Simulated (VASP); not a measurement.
A run of VASP 6.6.1 is set up as follows.

File INCAR:

```
ALGO = Normal
EDIFF = 1E-6
EDIFFG = -0.005
ENCUT = 600
GGA = PE
IBRION = 2
ISIF = 3
ISMEAR = 0
LASPH = True
LCHARG = False
LREAL = False
LWAVE = False
NELM = 100
NSW = 100
PREC = Accurate
SIGMA = 0.1
```

KPOINTS

```
k-points
0
Gamma
  9 9 6
```

POSCAR

```
Cs
1.0
    5.5663060538      0.0000000000      0.0000000000
   -2.7831530269      4.8205624479      0.0000000000
    0.0000000000      0.0000000000      9.2584789600
Cs
2
Direct
    0.3333333300      0.6666666700      0.2500000000
    0.6666666700      0.3333333300      0.7500000000
```

Potentials or basis: VASP PAW PBE potentials, release 64 (Cs_sv).

Command:

```console
$ cat potpaw_PBE.64/Cs_sv/POTCAR > POTCAR
$ mpirun -np 1 vasp_std > vasp.out
```

(1) Predict the relaxed cell.

(2) What does it give for the band gap on the k mesh?

(3) Estimate the relaxed volume.

(4) What does it give for the space group after relaxing (to 0.05 Å)?

Answers

(1) a = 5.461 Å, b = 5.461 Å, c = 9.056 Å, α = 90.00°, β = 90.00°, γ = 120.00°.

(2) zero (band 9 reaches 1.21 eV, above the bottom of band 10 at -0.66 eV).

(3) 116.97 Å³/atom.

(4) P6_3/mmc (No. 194).

Caveat: spin-orbit coupling is left out, which moves the levels of the heavy elements.
